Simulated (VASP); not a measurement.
# NbP (I4_1md) in VASP: a series of runs

The runs below take NbP through single point, with PBEsol.

All numbers are computed with VASP 6.6.1; they aren't measurements. Logs are shortened: lines on timing, memory, paths and dates and some standing lists are left out, and cuts for length are marked.

## (1) The cell of the first run

It takes space group I4_1md (No. 109, tetragonal). Conventional cell: a = 3.372 Å, b = 3.372 Å, c = 11.556 Å, α = 90.00°, β = 90.00°, γ = 90.00°. Within 3.4 Å of Nb (site symmetry 2mm) lie 6 P at 2.56 to 2.57 Å and 8 Nb at 3.35 to 3.37 Å. P (site symmetry 2mm) has 6 Nb at 2.56 to 2.57 Å and 8 P at 3.35 to 3.37 Å within 3.4 Å.

## (2) Single point, PBEsol

Contents of INCAR:

```
PREC = Accurate ; ENCUT = 520
EDIFF = 1E-7 ; ISMEAR = -1
SIGMA = 0.05 ; LREAL = False
LASPH = True ; NELM = 100
ALGO = Normal ; ISIF = 2
LWAVE = False ; LCHARG = False
GGA = PS ; NBANDS = 26
```

Contents of KPOINTS:

```
regular mesh
0
Gamma
  11 11 11
```

Contents of POSCAR:

```
NbP
1.0
   -1.6860157846      1.6860157846      5.7781232452
    1.6860157846     -1.6860157846      5.7781232452
    1.6860157846      1.6860157846     -5.7781232452
Nb P
2 2
Direct
    0.2498808000      0.7498808000      0.5000000000
    0.4998808000      0.4998808000      0.0000000000
    0.8327477700      0.3327477700      0.5000000000
    0.0827477700      0.0827477700      0.0000000000
```

Potentials or basis: VASP PAW PBE potentials, release 64 (Nb_sv, P).

The run is started by

```bash
cat potpaw_PBE.64/Nb_sv/POTCAR potpaw_PBE.64/P/POTCAR > POTCAR
mpirun -np 1 vasp_std > vasp.out
```

OUTCAR:

```text
PREC = Accurate
   ENCUT = 520
   EDIFF = 1E-7
   ISMEAR = -1
   LREAL = False
   LASPH = True
   NELM = 100
   ISIF = 2
   GGA = PS

 ion  position               nearest neighbor table
   1  0.250  0.750  0.500-   4 2.56   4 2.56   3 2.57   3 2.57   3 2.57   3 2.57
   2  0.500  0.500  0.000-   3 2.56   3 2.56   4 2.57   4 2.57   4 2.57   4 2.57
   3  0.833  0.333  0.500-   2 2.56   2 2.56   1 2.57   1 2.57   1 2.57   1 2.57
   4  0.083  0.083  0.000-   1 2.56   1 2.56   2 2.57   2 2.57   2 2.57   2 2.57

  LATTYP: Found a body centered tetragonal cell.
 ALAT       =     3.3720315692
 C/A-ratio  =     3.4270872776

  Lattice vectors:

 A1 = (  -1.6860157846,   1.6860157846,   5.7781232452)
 A2 = (   1.6860157846,  -1.6860157846,   5.7781232452)
 A3 = (   1.6860157846,   1.6860157846,  -5.7781232452)

Analysis of symmetry for initial positions (statically):
=====================================================================
 Subroutine PRICEL returns:
 Original cell was already a primitive cell.

 Routine SETGRP: Setting up the symmetry group for a
 body centered tetragonal supercell.

 Subroutine GETGRP returns: Found  8 space group operations
 (whereof  4 operations were pure point group operations)
 out of a pool of 16 trial point group operations.

The static configuration has the point symmetry C_2v.
 The point group associated with its full space group is C_4v.

Analysis of symmetry for dynamics (positions and initial velocities):
=====================================================================
 Subroutine PRICEL returns:
 Original cell was already a primitive cell.

 Routine SETGRP: Setting up the symmetry group for a
 body centered tetragonal supercell.

 Subroutine GETGRP returns: Found  8 space group operations
 (whereof  4 operations were pure point group operations)
 out of a pool of 16 trial point group operations.

The dynamic configuration has the point symmetry C_2v.
 The point group associated with its full space group is C_4v.

 Subroutine INISYM returns: Found  8 space group operations
 (whereof  4 operations are pure point group operations),
 and found     1 'primitive' translations

----------------------------------------------------------------------------------------

                                     Primitive cell

  volume of cell :      65.7007

  direct lattice vectors                    reciprocal lattice vectors
    -1.686015785  1.686015785  5.778123245     0.000000000  0.296557129  0.086533288
     1.686015785 -1.686015785  5.778123245     0.296557129  0.000000000  0.086533288
     1.686015785  1.686015785 -5.778123245     0.296557129  0.296557129  0.000000000

  length of vectors
     6.250760489  6.250760489  6.250760489     0.308924166  0.308924166  0.419395113

  position of ions in fractional coordinates (direct lattice)
     0.249880800  0.749880800  0.500000000
     0.499880800  0.499880800  0.000000000
     0.832747770  0.332747770  0.500000000
     0.082747770  0.082747770  0.000000000

  ion indices of the primitive-cell ions
   primitive index   ion index
                 1           1
                 2           2
                 3           3
                 4           4

----------------------------------------------------------------------------------------

 KPOINTS: regular mesh

Automatic generation of k-mesh.
 Grid dimensions read from file:
 generate k-points for:   11   11   11

 Generating k-lattice:

  Cartesian coordinates                     Fractional coordinates (reciprocal lattice)
     0.000000000  0.026959739  0.007866663     0.090909091  0.000000000 -0.000000000
     0.026959739  0.000000000  0.007866663     0.000000000  0.090909091 -0.000000000
     0.026959739  0.026959739  0.000000000     0.000000000  0.000000000  0.090909091

  Length of vectors
     0.028084015  0.028084015  0.038126828

  Shift w.r.t. Gamma in fractional coordinates (k-lattice)
     0.000000000  0.000000000  0.000000000

 Subroutine IBZKPT returns following result:
 ===========================================

 Found    126 irreducible k-points:

 Following reciprocal coordinates:
            Coordinates               Weight
  0.000000  0.000000  0.000000      1.000000
  0.090909  0.000000 -0.000000      8.000000
  0.181818 -0.000000  0.000000      8.000000
  0.272727 -0.000000  0.000000      8.000000
  0.363636 -0.000000  0.000000      8.000000
  0.454545  0.000000  0.000000      8.000000
[... 16 lines left out ...]
 -0.272727  0.181818 -0.000000     16.000000
 -0.181818  0.181818  0.000000      4.000000
 [... further k-points ...]
   k-points           NKPTS =    126   k-points in BZ     NKDIM =    126   number of bands    NBANDS=     26
   number of dos      NEDOS =    301   number of ions     NIONS =      4
   total plane-waves  NPLWV = 110592
   dimension x,y,z NGX =    48 NGY =   48 NGZ =   48
   dimension x,y,z NGXF=    96 NGYF=   96 NGZF=   96
   ions per type =               2   2
   NGX,Y,Z   is equivalent  to a cutoff of  12.77, 12.77, 12.77 a.u.
   NGXF,Y,Z  is equivalent  to a cutoff of  25.53, 25.53, 25.53 a.u.
 SYSTEM =  unknown system
   PREC   = accura    normal or accurate (medium, high low for compatibility)
   ISTART =      0    job   : 0-new  1-cont  2-samecut
   ICHARG =      2    charge: 1-file 2-atom 10-const
   ISPIN  =      1    spin polarized calculation?
   LNONCOLLINEAR =      F non collinear calculations
   LSORBIT =      F    spin-orbit coupling
   LASPH  =      T    aspherical Exc in radial PAW
   ENCUT  =  520.0 eV  38.22 Ry    6.18 a.u.  11.62 11.62 11.62*2*pi/ulx,y,z
   NELM   =    100;   NELMIN=  2; NELMDL= -5     # of ELM steps
   EDIFF  = 0.1E-06   stopping-criterion for ELM
   LREAL  =      F    real-space projection
   EDIFFG = 0.1E-05   stopping-criterion for IOM
   NSW    =      0    number of steps for IOM
   IBRION =     -1    ionic relax: 0-MD 1-quasi-New 2-CG
   NFREE  =      0    steps in history (QN), initial steepest desc. (CG)
   ISIF   =      2    stress and relaxation
   ISYM   =      2    0-nonsym 1-usesym 2-fastsym
   POTIM  = 0.5000    time-step for ionic-motion
   TEBEG  =    0.0;   TEEND  =   0.0 temperature during run
   PSTRESS=    0.0 pullay stress
   NELECT =      36.0000    total number of electrons
   NUPDOWN=      -1.0000    fix difference up-down
   EMIN   =  10.00;   EMAX   =-10.00  energy-range for DOS
   EFERMI =   0.00;   METHOD = LEGACY
   ISMEAR =    -1;   SIGMA  =   0.05  broadening in eV -4-tet -1-fermi 0-gaus
   EFERMI_NEDOS =   21; number of points for ismear=-14 and -15
   IALGO  =     38    algorithm
   IMIX   =      4    mixing-type and parameters
     AMIX     =   0.40;   BMIX     =  1.00
     AMIX_MAG =   1.60;   BMIX_MAG =  1.00
  volume/ion in A,a.u.               =      16.43       110.84
  Fermi-wavevector in a.u.,A,eV,Ry     =   1.339632  2.531538 24.417219  1.794615
  Thomas-Fermi vector in A             =   2.468009
   LORBIT       =      0    0 simple, 1 ext, 2 COOP (PROOUT), +10 PAW based schemes
   GGA     = PS    functional components
   LHFCALC =     F    Hartree Fock is set to
   AEXX    =    0.0000 exact exchange contribution
   IVDW    =     0    specifies the selected vdW correction
   LEPSILON=     F    determine dielectric tensor
   LRPA    =     F    only Hartree local field effects (RPA)
 non-spin polarized calculation
  energy-cutoff  :      520.00
  volume of cell :       65.70
 maximum number of plane-waves:      1791
   NGX = 23   NGY = 23   NGZ = 23

 number of electron      35.9999999 magnetization

 Free energy of the ion-electron system (eV)
  ---------------------------------------------------
  ext. energy  EPLUGINS =         0.00000000
  ---------------------------------------------------
  free energy    TOTEN  =       -37.72513110 eV

  energy without entropy =      -37.71947583  energy(sigma->0) =      -37.72230347

 E-fermi :  10.1937     XC(G=0): -12.0037

 val. band max:       10.1859403977   @ k =  -0.1818  -0.4545   0.1818
 cond. band min:      10.2156763763   @ k =  -0.0909  -0.4545   0.0909
 fundamental gap:      0.0297359786
 Fermi energy:        10.1936925830

 k-point     1 :       0.0000    0.0000    0.0000
  band No.  band energies     occupation
      1     -44.6971      2.00000
      2     -44.6632      2.00000
      3     -20.9616      2.00000
      4     -20.7838      2.00000
      5     -20.7838      2.00000
      6     -20.6433      2.00000
[... 18 lines left out ...]
     25      14.1744      0.00000
     26      14.1744      0.00000

 k-point     2 :       0.0909    0.0000   -0.0000
  band No.  band energies     occupation
      1     -44.6953      2.00000
      2     -44.6625      2.00000
      3     -20.9547      2.00000
      4     -20.8041      2.00000
      5     -20.7822      2.00000
      6     -20.6638      2.00000
[... 18 lines left out ...]
     25      14.1901      0.00000
     26      14.5519      0.00000

 k-point     3 :       0.1818   -0.0000    0.0000
  band No.  band energies     occupation
      1     -44.6905      2.00000
      2     -44.6607      2.00000
      3     -20.9393      2.00000
      4     -20.8545      2.00000
      5     -20.7778      2.00000
      6     -20.7144      2.00000
[... 18 lines left out ...]
     25      14.5768      0.00000
     26      15.3531      0.00000

 k-point     4 :       0.2727   -0.0000    0.0000
  band No.  band energies     occupation
      1     -44.6838      2.00000
      2     -44.6585      2.00000
      3     -20.9555      2.00000
      4     -20.8835      2.00000
      5     -20.7744      2.00000
      6     -20.7720      2.00000
[... 18 lines left out ...]
     25      14.7893      0.00000
     26      16.0734      0.00000
[... 496 lines left out ...]
      1     -44.6727      2.00000
      2     -44.6526      2.00000
      3     -21.0001      2.00000
      4     -20.8761      2.00000
      5     -20.8333      2.00000
      6     -20.8044      2.00000
[... 18 lines left out ...]
     25      14.6737      0.00000
     26      16.2633      0.00000

 k-point    23 :      -0.2727    0.1818   -0.0000
  band No.  band energies     occupation
      1     -44.6790      2.00000
      2     -44.6543      2.00000
      3     -20.9444      2.00000
      4     -20.8841      2.00000
      5     -20.8332      2.00000
      6     -20.7685      2.00000
[... 18 lines left out ...]
     25      14.7248      0.00000
     26      15.8439      0.00000

 k-point    24 :      -0.1818    0.1818    0.0000
  band No.  band energies     occupation
      1     -44.6851      2.00000
      2     -44.6569      2.00000
      3     -20.9287      2.00000
      4     -20.8583      2.00000
      5     -20.8347      2.00000
      6     -20.7138      2.00000
[... 18 lines left out ...]
     25      14.2489      0.00000
     26      15.4532      0.00000

 [... further k-points ...]

------------------------ aborting loop because EDIFF is reached ----------------------------------------

  FORCE on cell =-STRESS in cart. coord.  units (eV):
  Direction    XX          YY          ZZ          XY          YZ          ZX
  --------------------------------------------------------------------------------------
  -------------------------------------------------------------------------------------
  Total       -4.1136544     -4.1136544     -3.9801281      0.0000000      0.0000000      0.0000000
  in kB     -100.3155631   -100.3155631    -97.0593917      0.0000000      0.0000000      0.0000000
  external PRESSURE =     -99.2301726 kB  Pullay stress =       0.0000000 kB

 VOLUME and BASIS-vectors are now :
 -----------------------------------------------------------------------------
  energy-cutoff  :      520.00
  volume of cell :       65.70
      direct lattice vectors                 reciprocal lattice vectors
    -1.686015785  1.686015785  5.778123245     0.000000000  0.296557129  0.086533288
     1.686015785 -1.686015785  5.778123245     0.296557129  0.000000000  0.086533288
     1.686015785  1.686015785 -5.778123245     0.296557129  0.296557129  0.000000000

 POSITION                                       TOTAL-FORCE (eV/Angst)
 -----------------------------------------------------------------------------------
      1.68602      0.00000      2.88768        -0.000000     -0.000000      0.010034
      0.00000      0.00000      5.77675         0.000000      0.000000      0.010034
      0.00000      1.68602      3.84532        -0.000000     -0.000000     -0.010034
      0.00000      0.00000      0.95625         0.000000      0.000000     -0.010034
 -----------------------------------------------------------------------------------
    total drift:                               -0.000000     -0.000000      0.000016

  FREE ENERGIE OF THE ION-ELECTRON SYSTEM (eV)
  ---------------------------------------------------
  free  energy   TOTEN  =       -37.7251311037 eV

  energy  without entropy=      -37.7194758333  energy(sigma->0) =      -37.72230347
```

Run time: 7.8 min. Hardware: 1 thread of Intel Xeon Platinum 8259CL at 2.50GHz (Skylake/Cascade Lake), shared host; peak memory 0.44 GiB.

What came out:

* Free energy: -37.7251 eV
* Pressure: -9.9 GPa
* Largest force: 0.010 eV/Å
* Band gap on the k mesh: zero (filled and empty bands touch)

Forces in eV/Å, atoms in the order of the input:
```
Nb   0.000  0.000  0.010
Nb   0.000  0.000  0.010
P    0.000  0.000 -0.010
P    0.000  0.000 -0.010
```

Caveat: the PAW data sets were made with another functional, which shifts forces and pressure a little.

## (3) Single point, PBEsol, non-collinear spin, zero start, spin-orbit coupling

This run uses another cell than the first one, of 16.10 Å³/atom, 0.980 times its volume.

Contents of INCAR:

```
SYSTEM = NbP
  PREC = Accurate
  ENCUT = 520
  EDIFF = 1E-6
  ISMEAR = -1
  SIGMA = 0.05
  LREAL = .False.
  LASPH = .True.
  NELM = 150
  ALGO = Normal
  ISIF = 2
  LWAVE = .False.
  LCHARG = .False.
  MAGMOM = 0 0 0 0 0 0 0 0 0 0 0 0
  LORBIT = 11
  LSORBIT = .True.
  GGA_COMPAT = .False.
  LORBMOM = .True.
  LMAXMIX = 4
  GGA = PS
  NBANDS = 50
  LUSENCCL = .False.
```

Contents of KPOINTS:

```
Automatic mesh
0
Gamma
  11 11 11
  0 0 0
```

Contents of POSCAR:

```
NbP
1.0
   -1.6749232544      1.6749232544      5.7401081759
    1.6749232544     -1.6749232544      5.7401081759
    1.6749232544      1.6749232544     -5.7401081759
Nb P
2 2
Direct
    0.2498808000      0.7498808000      0.5000000000
    0.4998808000      0.4998808000      0.0000000000
    0.8327477700      0.3327477700      0.5000000000
    0.0827477700      0.0827477700      0.0000000000
```

Potentials or basis: VASP PAW PBE potentials, release 64 (Nb_sv, P).

The run is started by

```bash
cat potpaw_PBE.64/Nb_sv/POTCAR potpaw_PBE.64/P/POTCAR > POTCAR
mpirun -np 1 vasp_ncl > vasp.out
```

OUTCAR:

```text
SYSTEM = NbP
   PREC = Accurate
   ENCUT = 520
   EDIFF = 1E-6
   ISMEAR = -1
   LREAL = .False.
   LASPH = .True.
   NELM = 150
   ISIF = 2
   LORBIT = 11
   LSORBIT = .True.
   GGA = PS

 ion  position               nearest neighbor table
   1  0.250  0.750  0.500-   4 2.55   4 2.55   3 2.55   3 2.55   3 2.55   3 2.55
   2  0.500  0.500  0.000-   3 2.55   3 2.55   4 2.55   4 2.55   4 2.55   4 2.55
   3  0.833  0.333  0.500-   2 2.55   2 2.55   1 2.55   1 2.55   1 2.55   1 2.55
   4  0.083  0.083  0.000-   1 2.55   1 2.55   2 2.55   2 2.55   2 2.55   2 2.55

  LATTYP: Found a body centered tetragonal cell.
 ALAT       =     3.3498465088
 C/A-ratio  =     3.4270872775

  Lattice vectors:

 A1 = (  -1.6749232544,   1.6749232544,   5.7401081759)
 A2 = (   1.6749232544,  -1.6749232544,   5.7401081759)
[... 1580 lines left out ...]
     0.0000000     0.0000000     0.0000000     0.0000000     0.0000000     0.0000000     0.0000000
     0.0000000     0.0000000     0.0000000     0.0000000     0.0000000     0.0000000     0.0000000
     0.0000000     0.0000000     0.0000000     0.0000000     0.0000000     0.0000000     0.0000000

 total charge

# of ion       s       p       d       tot
------------------------------------------
    1        2.156   6.027   2.459  10.641
    2        2.156   6.027   2.459  10.641
    3        1.016   1.516   0.000   2.533
    4        1.016   1.516   0.000   2.533
--------------------------------------------------
tot          6.345  15.086   4.918  26.348

 magnetization (x)

# of ion       s       p       d       tot
------------------------------------------
    1       -0.000   0.000   0.000  -0.000
    2       -0.000   0.000   0.000  -0.000
    3        0.000  -0.000   0.000  -0.000
    4        0.000  -0.000   0.000  -0.000
--------------------------------------------------
tot         -0.000  -0.000   0.000  -0.000

 magnetization (y)

# of ion       s       p       d       tot
------------------------------------------
    1        0.000  -0.000   0.000   0.000
    2        0.000   0.000   0.000   0.000
    3        0.000   0.000   0.000   0.000
    4       -0.000   0.000   0.000   0.000
--------------------------------------------------
tot          0.000   0.000   0.000   0.000

 magnetization (z)

# of ion       s       p       d       tot
------------------------------------------
    1        0.000  -0.000   0.000  -0.000
    2        0.000   0.000   0.000   0.000
    3        0.000  -0.000   0.000  -0.000
    4        0.000   0.000   0.000   0.000
--------------------------------------------------
tot          0.000   0.000   0.000   0.000
```

OSZICAR:

```text
N       E                     dE             d eps       ncg     rms          rms(c)
DAV:   1     0.380157764538E+03    0.38016E+03   -0.18604E+04 23108   0.144E+03
DAV:   2    -0.623491799140E+01   -0.38639E+03   -0.37427E+03 27944   0.552E+02
DAV:   3    -0.381304448559E+02   -0.31896E+02   -0.31325E+02 38784   0.120E+02
DAV:   4    -0.402967389130E+02   -0.21663E+01   -0.21537E+01 39312   0.269E+01
DAV:   5    -0.404004112073E+02   -0.10367E+00   -0.10352E+00 38320   0.630E+00    0.129E+01
DAV:   6    -0.379734089504E+02    0.24270E+01   -0.90510E+00 34192   0.208E+01    0.456E+00
DAV:   7    -0.379739460635E+02   -0.53711E-03   -0.75725E-01 35520   0.467E+00    0.290E+00
DAV:   8    -0.379647644643E+02    0.91816E-02   -0.88817E-02 34662   0.191E+00    0.652E-01
DAV:   9    -0.379649386717E+02   -0.17421E-03   -0.89805E-03 38776   0.715E-01    0.429E-01
DAV:  10    -0.379650756632E+02   -0.13699E-03   -0.54940E-04 34404   0.192E-01    0.203E-01
DAV:  11    -0.379651786584E+02   -0.10300E-03   -0.87658E-04 28488   0.277E-01    0.431E-02
DAV:  12    -0.379651619179E+02    0.16740E-04   -0.65176E-05 32888   0.877E-02    0.176E-02
DAV:  13    -0.379651613774E+02    0.54055E-06   -0.55731E-06 38032   0.181E-02
   1 F= -.37965161E+02 E0= -.37962475E+02  d E =-.537337E-02  mag=    -0.0000     0.0000     0.0000
```

stdout:

```text
Offloading initialized ...    1 GPUs detected
 POSCAR found type information on POSCAR NbP
 POSCAR found :  2 types and       4 ions
 scaLAPACK will be used selectively (only on CPU)
 -----------------------------------------------------------------------------
|                                                                             |
|                                                                             |
|     You enforced a specific xc type in the INCAR file but a different       |
|     I HOPE YOU KNOW WHAT YOU ARE DOING!                                     |
|                                                                             |
 -----------------------------------------------------------------------------

 LDA part: xc-table for (Slater+PW92), standard interpolation
 POSCAR, INCAR and KPOINTS ok, starting setup
 FFT: planning ... GRIDC
 FFT: planning ... GRID_SOFT
 FFT: planning ... GRID
 WAVECAR not read
 entering main loop
```

It took 22 min on 1 × NVIDIA H100 80GB with 1 thread of AMD EPYC 7R13 (Zen 3), shared host; peak memory 2.3 GiB.

What came out:

| Property | Result |
| --- | --- |
| Free energy | -37.9652 eV |
| Pressure | -6.6 GPa |
| Largest force | 0.017 eV/Å |
| Net moment | 0.00 μB per cell |
| Valence electrons inside the program's atomic spheres | Nb 10.64; P 2.53 |

Forces in eV/Å, atoms in the order of the input:
```
Nb   0.000  0.000  0.017
Nb   0.000  0.000  0.017
P    0.000  0.000 -0.017
P    0.000  0.000 -0.017
```

Moments on the atoms (μB; x, y, z):
```
Nb  0.00 0.00 0.00
Nb  0.00 0.00 0.00
P   0.00 0.00 0.00
P   0.00 0.00 0.00
```

Caveat: the PAW data sets were made with another functional, which shifts forces and pressure a little.
